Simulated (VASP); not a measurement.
# Ge (Cmcm) in VASP: a series of runs

Ge is run at these levels: PBE; tasks: single point, relaxation of cell and atoms.

Everything below comes from runs of VASP 6.6.1. Logs are shortened: lines on timing, memory, paths and dates and some standing lists are left out, and cuts for length are marked.

**1. The cell of the first run**

The structure is orthorhombic, space group Cmcm (No. 63). Conventional cell: a = 6.823 Å, b = 7.380 Å, c = 3.631 Å, α = 90.00°, β = 90.00°, γ = 90.00°. Within 3.3 Å of Ge (site symmetry m) lie 5 Ge at 2.51 to 2.71 Å.

**2. Single point, PBE**

The input, INCAR:

```
SYSTEM = Ge
PREC = Accurate ; ENCUT = 520
EDIFF = 1E-6 ; ISMEAR = 0
SIGMA = 0.1 ; LREAL = .False.
LASPH = .True. ; NELM = 100
ALGO = Normal ; ISIF = 2
LWAVE = .False. ; LCHARG = .True.
GGA = PE ; LELF = .True.
LVHAR = .True. ; NBANDS = 36
```

The input, KPOINTS:

```
Automatic mesh
0
Gamma
  4 4 4
  0 0 0
```

The input, POSCAR:

```
Ge
1.0
    3.4114171408     -3.6900548552      0.0000000000
    3.4114171408      3.6900548552      0.0000000000
    0.0000000000      0.0000000000      3.6310970733
Ge
4
Direct
    0.4523916459      0.1792009831      0.2500000000
    0.5476083541      0.8207990169      0.7500000000
    0.8207990169      0.5476083541      0.2500000000
    0.1792009831      0.4523916459      0.7500000000
```

Potentials or basis: VASP PAW PBE potentials, release 64 (Ge_d).

Command:

```sh
$ cat potpaw_PBE.64/Ge_d/POTCAR > POTCAR
$ mpirun -np 1 vasp_std > vasp.out
```

OUTCAR:

```text
SYSTEM = Ge
   PREC = Accurate
   ENCUT = 520
   EDIFF = 1E-6
   ISMEAR = 0
   LREAL = .False.
   LASPH = .True.
   NELM = 100
   ISIF = 2
   GGA = PE

 ion  position               nearest neighbor table
   1  0.452  0.179  0.250-   3 2.51   2 2.63   2 2.63   4 2.71   4 2.71
   2  0.548  0.821  0.750-   4 2.51   1 2.63   1 2.63   3 2.71   3 2.71
   3  0.821  0.548  0.250-   1 2.51   4 2.63   4 2.63   2 2.71   2 2.71
   4  0.179  0.452  0.750-   2 2.51   3 2.63   3 2.63   1 2.71   1 2.71

  LATTYP: Found a base centered orthorhombic cell.
 ALAT       =     6.8228342816
 B/A-ratio  =     1.0816779957
 C/A-ratio  =     0.5321977529

  Lattice vectors:

 A1 = (   3.4114171408,  -3.6900548552,   0.0000000000)
 A2 = (   3.4114171408,   3.6900548552,   0.0000000000)
 A3 = (   0.0000000000,   0.0000000000,   3.6310970733)

Analysis of symmetry for initial positions (statically):
=====================================================================
 Subroutine PRICEL returns:
 Original cell was already a primitive cell.

 Routine SETGRP: Setting up the symmetry group for a
 base centered orthorhombic supercell.

 Subroutine GETGRP returns: Found  8 space group operations
 (whereof  4 operations were pure point group operations)
 out of a pool of  8 trial point group operations.

The static configuration has the point symmetry C_2h.
 The point group associated with its full space group is D_2h.

Analysis of symmetry for dynamics (positions and initial velocities):
=====================================================================
 Subroutine PRICEL returns:
 Original cell was already a primitive cell.

 Routine SETGRP: Setting up the symmetry group for a
 base centered orthorhombic supercell.

 Subroutine GETGRP returns: Found  8 space group operations
 (whereof  4 operations were pure point group operations)
 out of a pool of  8 trial point group operations.

The dynamic configuration has the point symmetry C_2h.
 The point group associated with its full space group is D_2h.

 Subroutine INISYM returns: Found  8 space group operations
 (whereof  4 operations are pure point group operations),
 and found     1 'primitive' translations

----------------------------------------------------------------------------------------

                                     Primitive cell

  volume of cell :      91.4188

  direct lattice vectors                    reciprocal lattice vectors
     3.411417141 -3.690054855  0.000000000     0.146566655 -0.135499341  0.000000000
     3.411417141  3.690054855  0.000000000     0.146566655  0.135499341  0.000000000
     0.000000000  0.000000000  3.631097073     0.000000000  0.000000000  0.275398862

  length of vectors
     5.025362847  5.025362847  3.631097073     0.199604248  0.199604248  0.275398862

  position of ions in fractional coordinates (direct lattice)
     0.452391646  0.179200983  0.250000000
     0.547608354  0.820799017  0.750000000
     0.820799017  0.547608354  0.250000000
     0.179200983  0.452391646  0.750000000

  ion indices of the primitive-cell ions
   primitive index   ion index
                 1           1
                 2           2
                 3           3
                 4           4

----------------------------------------------------------------------------------------

 KPOINTS: Automatic mesh

Automatic generation of k-mesh.
 Grid dimensions read from file:
 generate k-points for:    4    4    4

 Generating k-lattice:

  Cartesian coordinates                     Fractional coordinates (reciprocal lattice)
     0.036641664 -0.033874835  0.000000000     0.250000000  0.000000000  0.000000000
     0.036641664  0.033874835  0.000000000     0.000000000  0.250000000  0.000000000
     0.000000000  0.000000000  0.068849715     0.000000000  0.000000000  0.250000000

  Length of vectors
     0.049901062  0.049901062  0.068849715

  Shift w.r.t. Gamma in fractional coordinates (k-lattice)
     0.000000000  0.000000000  0.000000000

 Subroutine IBZKPT returns following result:
 ===========================================

 Found     21 irreducible k-points:

 Following reciprocal coordinates:
            Coordinates               Weight
  0.000000  0.000000  0.000000      1.000000
  0.250000  0.000000  0.000000      4.000000
  0.500000  0.000000  0.000000      2.000000
  0.250000  0.250000  0.000000      2.000000
  0.500000  0.250000  0.000000      4.000000
 -0.250000  0.250000  0.000000      2.000000
[... 13 lines left out ...]
 -0.250000  0.250000  0.500000      2.000000
  0.500000  0.500000  0.500000      1.000000
   k-points           NKPTS =     21   k-points in BZ     NKDIM =     21   number of bands    NBANDS=     36
   number of dos      NEDOS =    301   number of ions     NIONS =      4
   total plane-waves  NPLWV =  44800
   dimension x,y,z NGX =    40 NGY =   40 NGZ =   28
   dimension x,y,z NGXF=    80 NGYF=   80 NGZF=   56
   ions per type =               4
   NGX,Y,Z   is equivalent  to a cutoff of  13.23, 13.23, 12.82 a.u.
   NGXF,Y,Z  is equivalent  to a cutoff of  26.47, 26.47, 25.64 a.u.
 SYSTEM =  Ge
   PREC   = accura    normal or accurate (medium, high low for compatibility)
   ISTART =      0    job   : 0-new  1-cont  2-samecut
   ICHARG =      2    charge: 1-file 2-atom 10-const
   ISPIN  =      1    spin polarized calculation?
   LNONCOLLINEAR =      F non collinear calculations
   LSORBIT =      F    spin-orbit coupling
   LASPH  =      T    aspherical Exc in radial PAW
   ENCUT  =  520.0 eV  38.22 Ry    6.18 a.u.   9.34  9.34  6.75*2*pi/ulx,y,z
   NELM   =    100;   NELMIN=  2; NELMDL= -5     # of ELM steps
   EDIFF  = 0.1E-05   stopping-criterion for ELM
   LREAL  =      F    real-space projection
   EDIFFG = 0.1E-04   stopping-criterion for IOM
   NSW    =      0    number of steps for IOM
   IBRION =     -1    ionic relax: 0-MD 1-quasi-New 2-CG
   NFREE  =      0    steps in history (QN), initial steepest desc. (CG)
   ISIF   =      2    stress and relaxation
   ISYM   =      2    0-nonsym 1-usesym 2-fastsym
   POTIM  = 0.5000    time-step for ionic-motion
   TEBEG  =    0.0;   TEEND  =   0.0 temperature during run
   PSTRESS=    0.0 pullay stress
   NELECT =      56.0000    total number of electrons
   NUPDOWN=      -1.0000    fix difference up-down
   EMIN   =  10.00;   EMAX   =-10.00  energy-range for DOS
   EFERMI =   0.00;   METHOD = LEGACY
   ISMEAR =     0;   SIGMA  =   0.10  broadening in eV -4-tet -1-fermi 0-gaus
   EFERMI_NEDOS =   21; number of points for ismear=-14 and -15
   IALGO  =     38    algorithm
   IMIX   =      4    mixing-type and parameters
     AMIX     =   0.40;   BMIX     =  1.00
     AMIX_MAG =   1.60;   BMIX_MAG =  1.00
  volume/ion in A,a.u.               =      22.85       154.23
  Fermi-wavevector in a.u.,A,eV,Ry     =   1.390355  2.627390 26.301242  1.933087
  Thomas-Fermi vector in A             =   2.514298
   LORBIT       =      0    0 simple, 1 ext, 2 COOP (PROOUT), +10 PAW based schemes
   GGA     = PE    functional components
   LHFCALC =     F    Hartree Fock is set to
   AEXX    =    0.0000 exact exchange contribution
   IVDW    =     0    specifies the selected vdW correction
   LEPSILON=     F    determine dielectric tensor
   LRPA    =     F    only Hartree local field effects (RPA)
 non-spin polarized calculation
 Gauss-broadening in eV      SIGMA  =   0.10
  energy-cutoff  :      520.00
  volume of cell :       91.42
 maximum number of plane-waves:      2505
 NGX is ok and might be reduce to    40
   NGX = 19   NGY = 19   NGZ = 13

 number of electron      56.0000037 magnetization

 Free energy of the ion-electron system (eV)
  ---------------------------------------------------
  ext. energy  EPLUGINS =         0.00000000
  ---------------------------------------------------
  free energy    TOTEN  =       -16.97178914 eV

  energy without entropy =      -16.96720971  energy(sigma->0) =      -16.96949943

 E-fermi :   4.7648     XC(G=0): -10.0025

 val. band max:        4.6346311367   @ k =   0.5000   0.5000   0.0000
 cond. band min:       4.8452207623   @ k =   0.2500   0.0000   0.5000
 fundamental gap:      0.2105896256
 Fermi energy:         4.7647525858

 k-point     1 :       0.0000    0.0000    0.0000
  band No.  band energies     occupation
      1     -20.0645      2.00000
      2     -20.0060      2.00000
      3     -19.9748      2.00000
      4     -19.9411      2.00000
      5     -19.9183      2.00000
      6     -19.9169      2.00000
[... 28 lines left out ...]
     35       9.8044      0.00000
     36      10.8583      0.00000

 k-point     2 :       0.2500    0.0000    0.0000
  band No.  band energies     occupation
      1     -20.0512      2.00000
      2     -20.0000      2.00000
      3     -19.9683      2.00000
      4     -19.9666      2.00000
      5     -19.9424      2.00000
      6     -19.9205      2.00000
[... 28 lines left out ...]
     35      10.6118      0.00000
     36      11.0192      0.00000

 k-point     3 :       0.5000    0.0000    0.0000
  band No.  band energies     occupation
      1     -20.0188      2.00000
      2     -20.0117      2.00000
      3     -19.9937      2.00000
      4     -19.9547      2.00000
      5     -19.9459      2.00000
      6     -19.9350      2.00000
[... 28 lines left out ...]
     35      10.6012      0.00000
     36      11.6495      0.00000

 k-point     4 :       0.2500    0.2500    0.0000
  band No.  band energies     occupation
      1     -20.0556      2.00000
      2     -19.9944      2.00000
      3     -19.9679      2.00000
      4     -19.9436      2.00000
      5     -19.9345      2.00000
      6     -19.9315      2.00000
[... 28 lines left out ...]
     35      10.6621      0.00000
     36      12.5507      0.00000

 k-point     5 :       0.5000    0.2500    0.0000
  band No.  band energies     occupation
      1     -20.0386      2.00000
      2     -19.9936      2.00000
      3     -19.9780      2.00000
      4     -19.9583      2.00000
      5     -19.9551      2.00000
      6     -19.9263      2.00000
[... 538 lines left out ...]
 k-point    19 :       0.5000    0.2500    0.5000
  band No.  band energies     occupation
      1     -20.0054      2.00000
      2     -20.0054      2.00000
      3     -19.9372      2.00000
      4     -19.9372      2.00000
      5     -19.9197      2.00000
      6     -19.9197      2.00000
[... 28 lines left out ...]
     35      11.0622      0.00000
     36      11.0622      0.00000

 k-point    20 :      -0.2500    0.2500    0.5000
  band No.  band energies     occupation
      1     -19.9966      2.00000
      2     -19.9966      2.00000
      3     -19.9412      2.00000
      4     -19.9412      2.00000
      5     -19.9337      2.00000
      6     -19.9337      2.00000
[... 28 lines left out ...]
     35      12.6227      0.00000
     36      12.6227      0.00000

 k-point    21 :       0.5000    0.5000    0.5000
  band No.  band energies     occupation
      1     -20.0153      2.00000
      2     -20.0153      2.00000
      3     -19.9254      2.00000
      4     -19.9254      2.00000
      5     -19.9163      2.00000
      6     -19.9163      2.00000
[... 28 lines left out ...]
     35      10.8559      0.00000
     36      10.8559      0.00000

------------------------ aborting loop because EDIFF is reached ----------------------------------------

  FORCE on cell =-STRESS in cart. coord.  units (eV):
  Direction    XX          YY          ZZ          XY          YZ          ZX
  --------------------------------------------------------------------------------------
  -------------------------------------------------------------------------------------
  Total       -0.0098032      0.0387015      0.0347257      0.0000000      0.0000000      0.0000000
  in kB       -0.1718084      0.6782710      0.6085925      0.0000000      0.0000000      0.0000000
  external PRESSURE =       0.3716850 kB  Pullay stress =       0.0000000 kB

 VOLUME and BASIS-vectors are now :
 -----------------------------------------------------------------------------
  energy-cutoff  :      520.00
  volume of cell :       91.42
      direct lattice vectors                 reciprocal lattice vectors
     3.411417141 -3.690054855  0.000000000     0.146566655 -0.135499341  0.000000000
     3.411417141  3.690054855  0.000000000     0.146566655  0.135499341  0.000000000
     0.000000000  0.000000000  3.631097073     0.000000000  0.000000000  0.275398862

 POSITION                                       TOTAL-FORCE (eV/Angst)
 -----------------------------------------------------------------------------------
      2.15463     -1.00809      0.90777         0.002719     -0.004036      0.000000
      4.66821      1.00809      2.72332        -0.002719      0.004036      0.000000
      4.66821     -1.00809      0.90777        -0.002719     -0.004036      0.000000
      2.15463      1.00809      2.72332         0.002719      0.004036      0.000000
 -----------------------------------------------------------------------------------
    total drift:                                0.000000     -0.000000      0.000000

  FREE ENERGIE OF THE ION-ELECTRON SYSTEM (eV)
  ---------------------------------------------------
  free  energy   TOTEN  =       -16.9717891401 eV

  energy  without entropy=      -16.9672097120  energy(sigma->0) =      -16.96949943
```

Run time: 52 s. Hardware: 1 thread of Intel Xeon Platinum 8488C (Sapphire Rapids), shared host; peak memory 0.22 GiB.

Results:

```
Free energy            : -16.9718 eV
Pressure               : 0.0 GPa
Largest force          : 0.005 eV/Å
Band gap on the k mesh : zero (band 28 reaches 5.59 eV, above the bottom of band 29 at 3.80 eV)
```

Forces on the atoms (eV/Å):
```
Ge   0.003 -0.004  0.000
Ge  -0.003  0.004  0.000
Ge  -0.003 -0.004  0.000
Ge   0.003  0.004  0.000
```

Stress tensor (GPa, compression positive):
```
-0.02  0.00  0.00
 0.00  0.07  0.00
 0.00  0.00  0.06
```

Levels at points of the mesh, in eV from the Fermi level:
```tsv
k point	band 24	band 25	band 26	band 27	band 28	band 29	band 30	band 31	band 32	band 33
(0.00, 0.00, 0.00)	-6.08	-3.79	-1.54	-0.84	-0.33	1.99	2.58	3.42	3.97	4.64
(0.50, 0.00, 0.00)	-6.01	-2.65	-1.40	-0.66	0.38	0.73	0.97	3.30	4.50	4.89
(0.50, 0.50, 0.00)	-4.55	-1.03	-0.39	-0.13	0.11	1.09	1.09	2.36	3.57	4.13
(0.00, 0.00, 0.50)	-6.02	-3.42	-3.42	-2.36	-2.36	-0.18	-0.18	2.47	2.47	4.71
(0.50, 0.00, 0.50)	-7.50	-2.60	-2.60	-2.52	-2.52	-0.16	-0.16	2.57	2.57	5.43
(0.50, 0.50, 0.50)	-7.70	-5.34	-5.34	-1.85	-1.85	2.61	2.61	4.14	4.14	5.79
```

Caveat: the k points lie up to 0.43 Å⁻¹ apart.

**3. Single point, PBE**

This run uses another cell than the first one, of 23.74 Å³/atom, 1.039 times its volume.

The input, INCAR:

```
SYSTEM = Ge
PREC = Accurate
ENCUT = 520
EDIFF = 1E-6
ISMEAR = 0
SIGMA = 0.1
LREAL = .False.
LASPH = .True.
NELM = 80
ALGO = Normal
ISIF = 2
LWAVE = .False.
LCHARG = .False.
GGA = PE
NBANDS = 36
```

The input, KPOINTS:

```
regular mesh
0
Gamma
  4 4 4
  0 0 0
```

The input, POSCAR:

```
Ge
1.0
    4.1231615800     -3.0125194900      0.0000000000
    4.1231615800      3.0125194900      0.0000000000
    0.0000000000      0.0000000000      3.8222471700
Ge
4
Direct
    0.4270780200      0.1168776000      0.2500000000
    0.5729219800      0.8831224000      0.7500000000
    0.8831224000      0.5729219800      0.2500000000
    0.1168776000      0.4270780200      0.7500000000
```

Potentials or basis: VASP PAW PBE potentials, release 64 (Ge_d).

Command:

```sh
$ cat potpaw_PBE.64/Ge_d/POTCAR > POTCAR
$ mpirun -np 1 vasp_std > vasp.out
```

Run time: 56 s. Hardware: 1 thread of Intel Xeon Platinum 8488C (Sapphire Rapids), shared host; peak memory 0.22 GiB.

The run converged. Its results:

```yaml
Free_energy: -13.9329 eV
Pressure: 15.1 GPa
Largest_force: 2.082 eV/Å
Band_gap_on_the_k_mesh: zero (band 28 reaches 5.37 eV, above the bottom of band 29 at 3.87 eV)
```

Forces on the atoms (eV/Å):
```
Ge   1.178  1.716  0.000
Ge  -1.178 -1.716  0.000
Ge  -1.178  1.716  0.000
Ge   1.178 -1.716  0.000
```

Stress tensor (GPa, compression positive):
```
-1.16  0.00  0.00
 0.00 15.59  0.00
 0.00  0.00 30.83
```

Levels at points of the mesh, in eV from the Fermi level:
```tsv
k point	band 24	band 25	band 26	band 27	band 28	band 29	band 30	band 31	band 32	band 33
(0.00, 0.00, 0.00)	-3.58	-2.37	-2.16	-0.87	-0.28	-0.20	2.60	2.62	3.07	3.10
(0.50, 0.00, 0.00)	-3.88	-2.51	-2.43	-2.38	-2.26	-0.01	0.02	4.12	4.37	6.37
(0.50, 0.50, 0.00)	-4.59	-3.37	-1.52	-0.46	0.97	1.97	2.21	2.58	2.80	3.72
(0.00, 0.00, 0.50)	-7.10	-4.67	-4.67	0.36	0.36	0.51	0.51	3.61	3.61	5.11
(0.50, 0.00, 0.50)	-9.35	-1.23	-1.23	-0.84	-0.84	0.08	0.08	0.43	0.43	7.55
(0.50, 0.50, 0.50)	-7.41	-5.02	-5.02	-1.93	-1.93	2.66	2.66	4.69	4.69	7.39
```

Caveat: the k points lie up to 0.41 Å⁻¹ apart; forces of over 1 eV/Å act on the atoms, so gaps and moduli don't describe the material at rest.

(Part 1 of 2 ends here.)
